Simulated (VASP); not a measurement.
# Ge2Sb2Te5 (Cm) in VASP: notebook, part 2 of 2

VASP 6.6.1. The steps go on from the part before.

## (3) Single point, RPBE

This run uses another cell than the first one, of 35.54 Å³/atom.

The input, INCAR:

```
SYSTEM = Ge2Sb2Te5
PREC = Accurate ; ENCUT = 520
EDIFF = 1E-6 ; ISMEAR = -1
SIGMA = 0.05 ; LREAL = .FALSE.
LASPH = .TRUE. ; NELM = 60
ALGO = Normal ; ISIF = 2
LWAVE = .FALSE. ; LCHARG = .FALSE.
GGA = RP ; NBANDS = 44
```

The input, KPOINTS:

```
Automatic mesh
0
G
  5 5 4
  0 0 0
```

The input, POSCAR:

```
Ge2Sb2Te5
1.0
    7.1516236626     -3.0927722698      0.0703218760
    7.1516236626      3.0927722698      0.0703218760
   -7.0726828711      0.0000000000      7.1601762394
Te Sb Ge
5 2 2
Direct
    0.5932959283      0.5932959283      0.3769705804
    0.7961753333      0.7961753333      0.2045014167
    0.0115857504      0.0115857504     -0.0010750307
    0.1817890562      0.1817890562      0.7700474788
    0.3762549917      0.3762549917      0.5709181145
    0.9135529984      0.9135529984      0.5939061600
    0.1123579260      0.1123579260      0.4248335418
    0.2754407456      0.2754407456      0.2039128458
    0.5395472701      0.5395472701      0.0559848927
```

Potentials or basis: VASP PAW PBE potentials, release 64 (Te, Sb, Ge_d).

Started as:

```bash
$ cat potpaw_PBE.64/Te/POTCAR potpaw_PBE.64/Sb/POTCAR potpaw_PBE.64/Ge_d/POTCAR > POTCAR
$ mpirun -np 1 vasp_std > vasp.out
```

OUTCAR:

```text
SYSTEM = Ge2Sb2Te5
   PREC = Accurate
   ENCUT = 520
   EDIFF = 1E-6
   ISMEAR = -1
   LREAL = .FALSE.
   LASPH = .TRUE.
   NELM = 60
   ISIF = 2
   GGA = RP

 ion  position               nearest neighbor table
   1  0.593  0.593  0.377-   9 2.75   7 3.11   7 3.11   6 3.44
   2  0.796  0.796  0.205-   9 2.84   6 3.00   8 3.11   8 3.11   7 3.38
   3  0.012  0.012  0.999-   8 2.77   9 3.12   9 3.12   6 3.26   7 3.44
   4  0.182  0.182  0.770-   7 2.87   6 2.90
   5  0.376  0.376  0.571-   8 2.88   7 2.95   6 3.12   6 3.12
   6  0.914  0.914  0.594-   4 2.90   2 3.00   5 3.12   5 3.12   3 3.26   1 3.44
   7  0.112  0.112  0.425-   4 2.87   5 2.95   1 3.11   1 3.11   2 3.38   3 3.44
   8  0.275  0.275  0.204-   3 2.77   5 2.88   2 3.11   2 3.11
   9  0.540  0.540  0.056-   1 2.75   2 2.84   3 3.12   3 3.12

  LATTYP: Found a base centered monoclinic cell.
 ALAT       =    14.3039387831
 B/A-ratio  =     0.4324364522
 C/A-ratio  =     0.7036062934
 COS(beta)  =    -0.6957175003

  Lattice vectors:

 A1 = (   7.1516236626,  -3.0927722698,   0.0703218760)
 A2 = (   7.1516236626,   3.0927722698,   0.0703218760)
 A3 = (  -7.0726828711,   0.0000000000,   7.1601762394)

Analysis of symmetry for initial positions (statically):
=====================================================================
 Subroutine PRICEL returns:
 Original cell was already a primitive cell.

 Routine SETGRP: Setting up the symmetry group for a
 base centered monoclinic supercell.

 Subroutine GETGRP returns: Found  2 space group operations
 (whereof  2 operations were pure point group operations)
 out of a pool of  4 trial point group operations.

The static configuration has the point symmetry C_1h.

Analysis of symmetry for dynamics (positions and initial velocities):
=====================================================================
 Subroutine PRICEL returns:
 Original cell was already a primitive cell.

 Routine SETGRP: Setting up the symmetry group for a
 base centered monoclinic supercell.

 Subroutine GETGRP returns: Found  2 space group operations
 (whereof  2 operations were pure point group operations)
 out of a pool of  4 trial point group operations.

The dynamic configuration has the point symmetry C_1h.

 Subroutine INISYM returns: Found  2 space group operations
 (whereof  2 operations are pure point group operations),
 and found     1 'primitive' translations

----------------------------------------------------------------------------------------

                                     Primitive cell

  volume of cell :     319.8189

  direct lattice vectors                    reciprocal lattice vectors
     7.151623663 -3.092772270  0.070321876     0.069241660 -0.161667254  0.068395566
     7.151623663  3.092772270  0.070321876     0.069241660  0.161667254  0.068395566
    -7.072682871  0.000000000  7.160176239    -0.001360079  0.000000000  0.138317907

  length of vectors
     7.792041227  7.792041227 10.064341348     0.188702575  0.188702575  0.138324594

  position of ions in fractional coordinates (direct lattice)
     0.593295928  0.593295928  0.376970580
     0.796175333  0.796175333  0.204501417
     0.011585750  0.011585750  0.998924969
[... 52 lines left out ...]
 -0.400000  0.200000 -0.000000      4.000000
[... 16 lines left out ...]
 -0.200000 -0.400000  0.250000      4.000000
 -0.200000 -0.200000  0.250000      2.000000
 [... further k-points ...]
   k-points           NKPTS =     33   k-points in BZ     NKDIM =     33   number of bands    NBANDS=     44
   number of dos      NEDOS =    301   number of ions     NIONS =      9
   total plane-waves  NPLWV = 288000
   dimension x,y,z NGX =    60 NGY =   60 NGZ =   80
   dimension x,y,z NGXF=   120 NGYF=  120 NGZF=  160
   ions per type =               5   2   2
   NGX,Y,Z   is equivalent  to a cutoff of  12.80, 12.80, 13.21 a.u.
   NGXF,Y,Z  is equivalent  to a cutoff of  25.60, 25.60, 26.43 a.u.
 SYSTEM =  Ge2Sb2Te5
   PREC   = accura    normal or accurate (medium, high low for compatibility)
   ISTART =      0    job   : 0-new  1-cont  2-samecut
   ICHARG =      2    charge: 1-file 2-atom 10-const
   ISPIN  =      1    spin polarized calculation?
   LNONCOLLINEAR =      F non collinear calculations
   LSORBIT =      F    spin-orbit coupling
   LASPH  =      T    aspherical Exc in radial PAW
   ENCUT  =  520.0 eV  38.22 Ry    6.18 a.u.  14.49 14.49 18.71*2*pi/ulx,y,z
   NELM   =     60;   NELMIN=  2; NELMDL= -5     # of ELM steps
   EDIFF  = 0.1E-05   stopping-criterion for ELM
   LREAL  =      F    real-space projection
   EDIFFG = 0.1E-04   stopping-criterion for IOM
   NSW    =      0    number of steps for IOM
   IBRION =     -1    ionic relax: 0-MD 1-quasi-New 2-CG
   NFREE  =      0    steps in history (QN), initial steepest desc. (CG)
   ISIF   =      2    stress and relaxation
   ISYM   =      2    0-nonsym 1-usesym 2-fastsym
   POTIM  = 0.5000    time-step for ionic-motion
   TEBEG  =    0.0;   TEEND  =   0.0 temperature during run
   PSTRESS=    0.0 pullay stress
   NELECT =      68.0000    total number of electrons
   NUPDOWN=      -1.0000    fix difference up-down
   EMIN   =  10.00;   EMAX   =-10.00  energy-range for DOS
   EFERMI =   0.00;   METHOD = LEGACY
   ISMEAR =    -1;   SIGMA  =   0.05  broadening in eV -4-tet -1-fermi 0-gaus
   EFERMI_NEDOS =   21; number of points for ismear=-14 and -15
   IALGO  =     38    algorithm
   IMIX   =      4    mixing-type and parameters
     AMIX     =   0.40;   BMIX     =  1.00
     AMIX_MAG =   1.60;   BMIX_MAG =  1.00
  volume/ion in A,a.u.               =      35.54       239.80
  Fermi-wavevector in a.u.,A,eV,Ry     =   0.977109  1.846469 12.990057  0.954742
  Thomas-Fermi vector in A             =   2.107781
   LORBIT       =      0    0 simple, 1 ext, 2 COOP (PROOUT), +10 PAW based schemes
   GGA     = RP    functional components
   LHFCALC =     F    Hartree Fock is set to
   AEXX    =    0.0000 exact exchange contribution
   IVDW    =     0    specifies the selected vdW correction
   LEPSILON=     F    determine dielectric tensor
   LRPA    =     F    only Hartree local field effects (RPA)
 non-spin polarized calculation
  energy-cutoff  :      520.00
  volume of cell :      319.82
 maximum number of plane-waves:      8661
 NGX is ok and might be reduce to    60
   NGX = 29   NGY = 29   NGZ = 37

 number of electron      68.0000006 magnetization

 Free energy of the ion-electron system (eV)
  ---------------------------------------------------
  ext. energy  EPLUGINS =         0.00000000
  ---------------------------------------------------
  free energy    TOTEN  =       -30.58631393 eV

  energy without entropy =      -30.58490330  energy(sigma->0) =      -30.58560862

 E-fermi :   4.4359     XC(G=0):  -8.4252

 val. band max:        4.1985113096   @ k =  -0.2000   0.2000   0.5000
 cond. band min:       4.6575143226   @ k =  -0.4000   0.2000  -0.0000
 fundamental gap:      0.4590030130
 Fermi energy:         4.4359420465

 k-point     1 :       0.0000    0.0000    0.0000
  band No.  band energies     occupation
      1     -20.3347      2.00000
      2     -20.3303      2.00000
      3     -20.3103      2.00000
      4     -20.3055      2.00000
      5     -20.3004      2.00000
      6     -20.2967      2.00000
[... 1117 lines left out ...]
     43       8.5660      0.00000
     44       8.6221      0.00000

 [... further k-points ...]

------------------------ aborting loop because EDIFF is reached ----------------------------------------

  FORCE on cell =-STRESS in cart. coord.  units (eV):
  Direction    XX          YY          ZZ          XY          YZ          ZX
  --------------------------------------------------------------------------------------
  -------------------------------------------------------------------------------------
  Total       -0.0016902     -0.1316724     -0.0056293      0.0000000      0.0000000      0.0201888
  in kB       -0.0084670     -0.6596312     -0.0282007      0.0000000      0.0000000      0.1011387
  external PRESSURE =      -0.2320996 kB  Pullay stress =       0.0000000 kB

 VOLUME and BASIS-vectors are now :
 -----------------------------------------------------------------------------
  energy-cutoff  :      520.00
  volume of cell :      319.82
      direct lattice vectors                 reciprocal lattice vectors
     7.151623663 -3.092772270  0.070321876     0.069241660 -0.161667254  0.068395566
     7.151623663  3.092772270  0.070321876     0.069241660  0.161667254  0.068395566
    -7.072682871  0.000000000  7.160176239    -0.001360079  0.000000000  0.138317907

 POSITION                                       TOTAL-FORCE (eV/Angst)
 -----------------------------------------------------------------------------------
      5.81987      0.00000      2.78262         0.000794      0.000000      0.008236
      9.94152      0.00000      1.57624         0.009154      0.000000      0.005433
     -6.89937      0.00000      7.15411        -0.004734      0.000000     -0.006733
     -2.84613      0.00000      5.53924         0.002448      0.000000      0.009572
      1.34375      0.00000      4.14079         0.003692      0.000000      0.007590
      8.86626      0.00000      4.38096        -0.010633      0.000000      0.002062
     -1.39763      0.00000      3.05769        -0.008705      0.000000     -0.015112
      2.49749      0.00000      1.49879         0.010064      0.000000     -0.002543
      7.32131      0.00000      0.47675        -0.002081      0.000000     -0.008505
 -----------------------------------------------------------------------------------
    total drift:                               -0.000056     -0.000000     -0.000307

  FREE ENERGIE OF THE ION-ELECTRON SYSTEM (eV)
  ---------------------------------------------------
  free  energy   TOTEN  =       -30.5863139327 eV

  energy  without entropy=      -30.5849032999  energy(sigma->0) =      -30.58560862
```

Run time: 22 min. Hardware: 1 thread of Intel Xeon 6975P-C (Granite Rapids), shared host; peak memory 0.87 GiB.

What came out:

```yaml
Free_energy: -30.5863 eV
Pressure: 0.0 GPa
Largest_force: 0.017 eV/Å
Band_gap_on_the_k_mesh: 0.46 eV (least direct gap 0.53 eV)
```

Forces in eV/Å, atoms in the order of the input:
```
Te   0.001  0.000  0.008
Te   0.009  0.000  0.005
Te  -0.005  0.000 -0.007
Te   0.002  0.000  0.010
Te   0.004  0.000  0.008
Sb  -0.011  0.000  0.002
Sb  -0.009  0.000 -0.015
Ge   0.010  0.000 -0.003
Ge  -0.002  0.000 -0.009
```

Caveat: the PAW data sets were made with another functional, which shifts forces and pressure a little; spin-orbit coupling is left out, which moves the levels of the heavy elements. A k mesh can miss the band edges.
